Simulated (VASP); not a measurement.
The system is KZnI3.

```
CELL_PARAMETERS angstrom
5.34997 0.00000 0.00000
-2.67499 4.63321 0.00000
0.00000 0.00000 8.71816
ATOMIC_POSITIONS crystal
K 0.00000 0.00000 0.50000
Zn 0.00000 0.00000 0.00000
I 0.50000 0.00000 0.50000
I 0.00000 0.50000 0.50000
I 0.50000 0.50000 0.50000
```

The cell was generated, and may not be a known phase.

```yaml
Program: VASP 6.6.1
Task: relaxation of cell and atoms
Functional: PBE
Potentials_or_basis: VASP PAW PBE potentials, release 64 (K_sv, Zn, I)
Cutoff: 600 eV
k_mesh: 3 × 3 × 2
Occupations: gaussian, width 0.15 eV
Spin: no spin polarisation
```

At the start: pressure 29.1 GPa; volume 43.22 Å³/atom.

Question: Where does the relaxation end?

Answer: Over 5 steps the energy falls by 2249.3 meV/atom and the volume is 73.48 Å³/atom (+70.0 %); space group P6/mmm (No. 191, to 0.1 Å) before and after.

Step by step:
| step | energy change (eV) | largest force (eV/Å) | pressure (GPa) | volume (Å³) |
| --- | --- | --- | --- | --- |
| 1 | 0.0000 | 0.0000 | 29.10 | 216.10 |
| 2 | -9.8672 | 0.0000 | -1.12 | 530.82 |
| 3 | -11.2277 | 0.0000 | 0.35 | 354.32 |
| 4 | -11.2081 | 0.0000 | -0.45 | 384.03 |
| 5 | -11.2467 | 0.0000 | -0.07 | 367.40 |

Final structure:
```yaml
crystal:
  lattice:
    - [6.98093, 0.00000, 0.00000]
    - [-3.49046, 6.04566, 0.00000]
    - [0.00000, 0.00000, 8.70522]
  atoms:
    - { symbol: K, position: [0.00000, 0.00000, 0.50000] }
    - { symbol: Zn, position: [0.00000, 0.00000, 0.00000] }
    - { symbol: I, position: [0.50000, 0.00000, 0.50000] }
    - { symbol: I, position: [0.00000, 0.50000, 0.50000] }
    - { symbol: I, position: [0.50000, 0.50000, 0.50000] }
```

Caveat: the k points lie up to 0.36 Å⁻¹ apart in the final cell, too coarse for converged energies and pressures of a metal; the volume moved by over 15 % at a fixed basis, so the end points are rough.
